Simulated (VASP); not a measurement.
A run of VASP 6.6.1 is set up as follows.

File POSCAR:

```
Ta
1.0
   -1.6522866616      1.6192409284      1.6522866616
    1.6522866616     -1.6192409284      1.6522866616
    1.6522866616      1.6192409284     -1.6522866616
Ta
1
Direct
    0.0000000000      0.0000000000      0.0000000000
```

File INCAR.step1:

```
SYSTEM = Ta
ALGO     = Normal         ! electronic algorithm
EDIFF    = 1E-4           ! SCF threshold, eV
ENCUT    = 520            ! plane-wave cutoff, eV
GGA      = PE             ! functional
ISMEAR   = 0              ! smearing method
LASPH    = .TRUE.         ! aspherical terms in the spheres
LCHARG   = .FALSE.        ! write CHGCAR
LREAL    = .FALSE.        ! projectors in reciprocal space
LWAVE    = .TRUE.         ! write WAVECAR
NBANDS   = 12             ! bands
NELM     = 60             ! most SCF steps
PREC     = Accurate       ! precision mode
SIGMA    = 0.15           ! smearing width, eV
```

File INCAR.step2:

```
SYSTEM = Ta
ALGO     = Normal         ! electronic algorithm
EDIFF    = 1E-6           ! SCF threshold, eV
ENCUT    = 520            ! plane-wave cutoff, eV
ISIF     = 2              ! what is computed and relaxed
ISMEAR   = 0              ! smearing method
ISTART   = 1            
LASPH    = .TRUE.         ! aspherical terms in the spheres
LCHARG   = .FALSE.        ! write CHGCAR
LMIXTAU  = .TRUE.       
LREAL    = .FALSE.        ! projectors in reciprocal space
LWAVE    = .FALSE.        ! write WAVECAR
METAGGA  = R2SCAN         ! meta-GGA
NBANDS   = 12             ! bands
NELM     = 60             ! most SCF steps
PREC     = Accurate       ! precision mode
SIGMA    = 0.15           ! smearing width, eV
```

File KPOINTS:

```
k-points
0
G
  26 26 26
  0 0 0
```

Potentials or basis: VASP PAW PBE potentials, release 64 (Ta_pv).

Launch:

```bash
$ cat potpaw_PBE.64/Ta_pv/POTCAR > POTCAR
$ cp INCAR.step1 INCAR
$ mpirun -np 1 vasp_std > vasp.out
$ cp INCAR.step2 INCAR
$ mpirun -np 1 vasp_std > vasp.out
```

Question: Predict the pressure.

Answer: 5.2 GPa.

Question: Estimate the band gap on the k mesh.

Answer: Zero (an odd number of electrons rules out a gap without spin polarisation).

Stress tensor (GPa, compression positive):
```
4.35 0.00 0.00
0.00 6.83 0.00
0.00 0.00 4.35
```

Caveat: the cell differs from its parent crystal (strain -0.0200 x Voigt [0, 1, 0, 0, 0, 0]); the cell stands under pressure; the PAW data sets were made with another functional, which shifts forces and pressure a little; spin-orbit coupling is left out, which moves the levels of the heavy elements.
